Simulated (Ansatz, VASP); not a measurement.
SiO2 in VASP and in Ansatz

```
CELL_PARAMETERS angstrom
4.17730 0.00000 0.00000
0.00000 4.17730 0.00000
0.00000 0.00000 2.66520
ATOMIC_POSITIONS crystal
Si 0.00000 0.00000 0.00000
Si 0.50000 0.50000 0.50000
O 0.30590 0.30590 0.00000
O 0.19410 0.80590 0.50000
O 0.69410 0.69410 0.00000
O 0.80590 0.19410 0.50000
```

Alike in both runs: task relaxation of cell and atoms; functional PBE; k mesh 6 × 6 × 8; occupations gaussian, width 0.1 eV; no spin polarisation.

|  | VASP | Ansatz |
| --- | --- | --- |
| version | VASP 6.6.1 | Ansatz 0.2.0 |
| potentials or method | VASP PAW PBE potentials, release 64 (Si, O), cutoff 600 eV | scalar-relativistic, plane waves, PAW |
| valence electrons in the cell | 32 | 32 |

VASP gave:

| Quantity | Value |
| --- | --- |
| gap on the k mesh at the Fermi level, each at its own relaxed structure (eV) | 5.04 |
| relaxed volume (Å³/atom) | 8.03 |
| relaxed cell length with the largest relative difference (Å) | 2.697 |

Problem. Estimate Ansatz's values.

Solution. gap on the k mesh at the Fermi level, each at its own relaxed structure (eV): 5.05; relaxed volume (Å³/atom): 8.04; relaxed cell length with the largest relative difference (Å): 2.692.
